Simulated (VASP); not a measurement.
A run of VASP 6.6.1 is set up as follows.

POSCAR

```
Pt
1.0
   -1.5842200000      1.5842200000      1.5842200000
    1.5842200000     -1.5842200000      1.5842200000
    1.5842200000      1.5842200000     -1.5842200000
Pt
1
Direct
    0.0000000000      0.0000000000      0.0000000000
```

Contents of INCAR.step1:

```
SYSTEM = Pt
  ALGO = Normal
  EDIFF = 1E-5
  ENCUT = 550
  GGA = PE
  GGA_COMPAT = .FALSE.
  ISMEAR = 1
  LASPH = .TRUE.
  LCHARG = .FALSE.
  LREAL = .FALSE.
  LWAVE = .TRUE.
  NBANDS = 11
  NELM = 120
  PREC = Accurate
  SIGMA = 0.3
```

File INCAR.step2:

```
SYSTEM = Pt
  ALGO = Normal
  EDIFF = 1E-6
  ENCUT = 550
  GGA_COMPAT = .FALSE.
  ISIF = 2
  ISMEAR = 1
  ISTART = 1
  LASPH = .TRUE.
  LCHARG = .TRUE.
  LELF = .TRUE.
  LMIXTAU = .TRUE.
  LREAL = .FALSE.
  LVHAR = .TRUE.
  LWAVE = .FALSE.
  METAGGA = R2SCAN
  NBANDS = 11
  NELM = 120
  PREC = Accurate
  SIGMA = 0.3
```

The input KPOINTS:

```
k-points
0
G
  13 13 13
  0 0 0
```

Potentials or basis: VASP PAW PBE potentials, release 64 (Pt).

The run is started by

```sh
$ cat potpaw_PBE.64/Pt/POTCAR > POTCAR
$ cp INCAR.step1 INCAR
$ mpirun -np 1 vasp_std > vasp.out
$ cp INCAR.step2 INCAR
$ mpirun -np 1 vasp_std > vasp.out
```

(1) Predict the pressure.

(2) What does it give for the band gap on the k mesh?

Results:

(1) -5.9 GPa.

(2) zero (bands 5 and 6 overlap by 2.20 eV).

Caveat: the cell stands under tension; the PAW data sets were made with another functional, which shifts forces and pressure a little; spin-orbit coupling is left out, which moves the levels of the heavy elements.
